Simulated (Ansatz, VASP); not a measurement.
## One calculation of MgO, two programs

INCAR

```
ALGO = Normal
EDIFF = 1E-6
ENCUT = 520
GGA = CA
ISIF = 2
ISMEAR = 0
LASPH = True
LCHARG = True
LELF = True
LREAL = False
LVHAR = True
LWAVE = False
NBANDS = 11
NELM = 80
PREC = Accurate
SIGMA = 0.01
```

File KPOINTS:

```
k-points
0
Gamma
  12 12 6
```

POSCAR

```
MgO
1.0
    2.9380210000      0.0000000000      0.0000000000
   -1.4690100000      2.5444010000      0.0000000000
    0.0000000000      0.0000000000      2.6796800000
Mg O
1 1
Direct
    0.0000000000      0.0000000000      0.0000000000
    0.3333333333      0.6666666667      0.5000000000
```

Input for Ansatz:

```yaml
crystal:
  lattice:
    - [2.938021, 0.0, 0.0]
    - [-1.46901, 2.544401, 0.0]
    - [0.0, 0.0, 2.67968]
  atoms:
    - { symbol: Mg, position: [0.0, 0.0, 0.0] }
    - { symbol: O, position: [0.3333333333333333, 0.6666666666666666, 0.5] }
basis:
  ecutwfc: 700.0
kpoints:
  mp_grid:
    grid: [12, 12, 6]
    shift: [0.0, 0.0, 0.0]
hamiltonian:
  xc: lda
scf:
  occupations:
    method: fixed
output:
  stress: true
```

Alike in both runs: task single point; functional LDA; k mesh 12 × 12 × 6; no spin polarisation.

|  | VASP | Ansatz |
| --- | --- | --- |
| version | VASP 6.6.1 | Ansatz 0.2.0 |
| potentials or method | VASP PAW LDA potentials, release 64 (Mg, O), cutoff 520 eV | plane waves, PAW |
| occupations | gaussian, width 0.01 eV | fixed |
| valence electrons in the cell | 8 | 16 |

Ansatz gave:

```
pressure (GPa)                                                : -9.3
traceless stress, the component that is largest in VASP (GPa) : -0.85
```

Question: What did VASP give for the same quantities?

Answer: Pressure (GPa): -11.0; traceless stress, the component that is largest in VASP (GPa): -1.04.

LDA's correlation is that of Perdew and Zunger in VASP and of Perdew and Wang (1992) in Ansatz. VASP's potentials hold 8 valence electrons a cell and Ansatz's 16, so a difference there can come from the potentials and not from the codes.
